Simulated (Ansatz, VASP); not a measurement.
One calculation of ZnSe, two programs

Contents of INCAR:

```
SYSTEM = ZnSe
ALGO = Normal ; EDIFF = 1E-6
ENCUT = 520 ; GGA = PE
ISIF = 2 ; ISMEAR = 0
LASPH = .True. ; LCHARG = .False.
LREAL = .False. ; LWAVE = .False.
NBANDS = 16 ; NELM = 100
PREC = Accurate ; SIGMA = 0.022
```

The input KPOINTS:

```
k-points
0
Gamma
  8 8 8
  0 0 0
```

File POSCAR:

```
ZnSe
1.0
    0.0000000000      2.8338000000      2.8338000000
    2.8338000000      0.0000000000      2.8338000000
    2.8338000000      2.8338000000      0.0000000000
Se Zn
1 1
Direct
    0.7500000000      0.7500000000      0.7500000000
    0.0000000000      0.0000000000      0.0000000000
```

Contents of input.yaml:

```yaml
crystal:
  lattice:
    - [0.0, 2.8338, 2.8338]
    - [2.8338, 0.0, 2.8338]
    - [2.8338, 2.8338, 0.0]
  atoms:
    - { symbol: Se, position: [0.75, 0.75, 0.75] }
    - { symbol: Zn, position: [0.0, 0.0, 0.0] }
hamiltonian:
  xc: pbe
  pseudopotentials: { kind: paw }
kpoints:
  mp_grid: { grid: [8, 8, 8] }
scf:
  occupations: { method: gaussian, width: 0.022 }
output:
  forces: true
  stress: true
  eigenvalues: true
  write_density: true
  write_potential: true
  elf: true
  volumetric_format: npy
```

Alike in both runs: task single point; functional PBE; k mesh 8 × 8 × 8; occupations gaussian, width 0.022 eV; no spin polarisation.

```csv
,VASP,Ansatz
version,VASP 6.6.1,Ansatz 0.2.0
potentials or method,"VASP PAW PBE potentials, release 64 (Se, Zn)",Ansatz PAW
plane-wave cutoff (eV),520,420
valence electrons in the cell,18,28
```

Ansatz gave:

* gap on the k mesh at the Fermi level (eV): 1.29
* least direct gap on the mesh (eV): 1.29
* pressure (GPa): 2.1

Task: Estimate VASP's values.

Result: gap on the k mesh at the Fermi level (eV): 1.29; least direct gap on the mesh (eV): 1.29; pressure (GPa): 2.3.

With one functional, cell and mesh, what is left measures potentials, basis and numerics. VASP's potentials hold 18 valence electrons a cell and Ansatz's 28, so a difference there can come from the potentials and not from the codes.
